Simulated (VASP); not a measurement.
The system is HfO2.

```
CELL_PARAMETERS angstrom
0.00000 2.55750 2.55750
2.55750 0.00000 2.55750
2.55750 2.55750 0.00000
ATOMIC_POSITIONS crystal
Hf 0.00000 0.00000 0.00000
O 0.75000 0.75000 0.75000
O 0.25000 0.25000 0.25000
```

| Item | Value |
| --- | --- |
| Program | VASP 6.6.1 |
| Task | relaxation of cell and atoms |
| Functional | PBE |
| Potentials or basis | VASP PAW PBE potentials, release 64 (Hf_pv, O) |
| Cutoff | 600 eV |
| k mesh | 9 × 9 × 9 |
| Occupations | fermi-dirac, width 0.05 eV |
| Spin | no spin polarisation |
| Hubbard terms | Hf d U = 8.0 eV |

At the start: pressure 15.5 GPa; volume 11.15 Å³/atom.

Q: Where does the relaxation end?

A: Over 3 steps the energy falls by 32.2 meV/atom and the volume is 11.86 Å³/atom (+6.3 %); space group Fm-3m (No. 225, to 0.1 Å) before and after.

Step by step:
| step | energy change (eV) | largest force (eV/Å) | pressure (GPa) | volume (Å³) |
| --- | --- | --- | --- | --- |
| 1 | 0.0000 | 0.0000 | 15.48 | 33.46 |
| 2 | 0.0951 | 0.0000 | -15.96 | 38.95 |
| 3 | -0.0965 | 0.0000 | -0.04 | 35.57 |

Final structure:
```yaml
crystal:
  lattice:
    - [0.00000, 2.61022, 2.61022]
    - [2.61022, 0.00000, 2.61022]
    - [2.61022, 2.61022, 0.00000]
  atoms:
    - { symbol: Hf, position: [0.00000, 0.00000, 0.00000] }
    - { symbol: O, position: [0.75000, 0.75000, 0.75000] }
    - { symbol: O, position: [0.25000, 0.25000, 0.25000] }
```
